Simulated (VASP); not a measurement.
Write the native input for VASP 6.6.1 that does the following.

| Quantity | Value |
| --- | --- |
| Task | electric field gradients |
| Functional | r2SCAN |
| Potentials or basis | VASP PAW PBE potentials, release 64 (Ti_sv, Al) |
| Cutoff | 520 eV |
| k mesh | 12 × 12 × 8 |
| Occupations | fermi-dirac, width 0.05 eV |
| Spin | no spin polarisation |
| Dipole correction | no |
| Further INCAR settings | ALGO = Normal; EDIFF = 1e-08; NBANDS = 14 |

The system is TiAl.

```
Ti Al
1.0
     2.83730    0.00000    0.00000
     0.00000    2.83730    0.00000
     0.00000    0.00000    4.05910
Ti Al
1 1
Cartesian
  0.0000 0.0000 0.0000
  1.4186 1.4186 2.0295
```

These files were run (other wordings do the same):

POSCAR

```
TiAl
1.0
    2.8373000000      0.0000000000      0.0000000000
    0.0000000000      2.8373000000      0.0000000000
    0.0000000000      0.0000000000      4.0591000000
Ti Al
1 1
Direct
    0.0000000000      0.0000000000      0.0000000000
    0.5000000000      0.5000000000      0.5000000000
```

INCAR.step1

```
ALGO = Normal
EDIFF = 1E-4
ENCUT = 520
GGA = PE
ISMEAR = -1
LASPH = True
LCHARG = False
LREAL = False
LWAVE = True
NBANDS = 14
NELM = 80
PREC = Accurate
SIGMA = 0.05
```

INCAR.step2

```
ALGO = Normal
EDIFF = 1E-8
ENCUT = 520
ISIF = 2
ISMEAR = -1
ISTART = 1
LASPH = True
LCHARG = False
LEFG = True
LMIXTAU = True
LREAL = False
LWAVE = False
METAGGA = R2SCAN
NBANDS = 14
NELM = 80
PREC = Accurate
SIGMA = 0.05
```

KPOINTS

```
k-points
0
Gamma
  12 12 8
```

Potentials or basis: VASP PAW PBE potentials, release 64 (Ti_sv, Al).

Run with:

```sh
$ cat potpaw_PBE.64/Ti_sv/POTCAR potpaw_PBE.64/Al/POTCAR > POTCAR
$ cp INCAR.step1 INCAR
$ mpirun -np 1 vasp_std > vasp.out
$ cp INCAR.step2 INCAR
$ mpirun -np 1 vasp_std > vasp.out
```

It gave:

The pressure is -2.0 GPa. The band gap on the k mesh is zero (an odd number of electrons rules out a gap without spin polarisation). The largest electric field gradient by atom is Ti +23.9; Al -23.3 V/Å².

Caveat: without QUAD_EFG the Cq values of the log hold for a quadrupole moment of 1 mb, not for the nuclei; the PAW data sets were made with another functional, which shifts forces and pressure a little.

Wall time 2.5 min on 1 thread of Intel(R) Xeon(R) Platinum 8559C (Emerald Rapids) (shared host), peak memory 0.2 GiB.
